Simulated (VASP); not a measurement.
Wanted: the native input for a VASP 6.6.1 run.

```
Task                   : single point
Functional             : PBE
Potentials or basis    : VASP PAW PBE potentials, release 64 (Au)
Cutoff                 : 500 eV
k mesh                 : 9 × 9 × 9
Occupations            : gaussian, width 0.1 eV
Spin                   : no spin polarisation
Dipole correction      : no
Further INCAR settings : ALGO = Normal; EDIFF = 1e-06; NBANDS = 12
```

The structure of Au lies in POSCAR:

```
Au
1.0
    2.9390957847      0.0000000000      0.0000000000
    1.4695478923      2.5453316137      0.0000000000
    1.4695478923      0.8484438712      2.3997616592
Au
1
Direct
    0.0000000000      0.0000000000      0.0000000000
```

One way to write it, as run:

INCAR

```
SYSTEM = Au
PREC = Accurate ; ENCUT = 500
EDIFF = 1E-6 ; ISMEAR = 0
SIGMA = 0.1 ; LREAL = .FALSE.
LASPH = .TRUE. ; NELM = 120
ALGO = Normal ; ISIF = 2
LWAVE = .FALSE. ; LCHARG = .FALSE.
GGA = PE ; NBANDS = 12
GGA_COMPAT = .FALSE.
```

KPOINTS

```
Automatic mesh
0
G
  9 9 9
  0 0 0
```

Potentials or basis: VASP PAW PBE potentials, release 64 (Au).

Command:

```sh
$ cat potpaw_PBE.64/Au/POTCAR > POTCAR
$ mpirun -np 1 vasp_std > vasp.out
```

Results of the run:

```json
{
 "Pressure": "-0.2 GPa"
}
```

Wall time 5.8 s on 1 thread of Intel(R) Xeon(R) Platinum 8259CL CPU @ 2.50GHz (Skylake/Cascade Lake), with other jobs on the host, peak memory 0.14 GiB.
